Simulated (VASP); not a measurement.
# SnSe: single point with PBE+D3(BJ)

The system is SnSe.

```xyz
2
Lattice="0.0000 2.9867 2.9867 2.9867 0.0000 2.9867 2.9867 2.9867 0.0000" Properties=species:S:1:pos:R:3 pbc="T T T"
Sn    0.0000    0.0000    0.0000
Se    2.9867    2.9867    2.9867
```

- Program: VASP 6.6.1
- Task: single point
- Functional: PBE
- Dispersion: D3(BJ)
- Potentials or basis: VASP PAW PBE potentials, release 64 (Sn_d, Se)
- Cutoff: 520 eV
- k mesh: 8 × 8 × 8
- Occupations: fermi-dirac, width 0.05 eV
- Spin: no spin polarisation
- Dipole correction: no
- Further INCAR settings: ALGO = Normal; EDIFF = 1e-07; NBANDS = 17

```
Pressure                   : 0.0 GPa
Band gap on the k mesh     : 0.69 eV, direct
Dispersion energy per atom : -0.362 eV
```

Levels at points of the mesh, in eV from the valence-band top:
| k point | band 8 | band 9 | band 10 | band 11 | band 12 | band 13 |
| --- | --- | --- | --- | --- | --- | --- |
| (0.00, 0.00, 0.00) | -2.24 | -2.24 | -2.24 | 4.43 | 4.43 | 4.43 |
| (0.50, 0.00, 0.00) | -1.99 | -1.99 | 0.00 | 0.69 | 1.26 | 1.26 |
| (0.50, 0.50, 0.00) | -5.61 | -3.73 | -3.73 | 2.97 | 5.50 | 5.50 |

Wall time 21 s on 1 thread of Intel(R) Xeon(R) Platinum 8259CL CPU @ 2.50GHz (Skylake/Cascade Lake), on a shared host, peak memory 0.19 GiB.

Caveat: spin-orbit coupling is left out, which moves the levels of the heavy elements. A k mesh can miss the band edges.
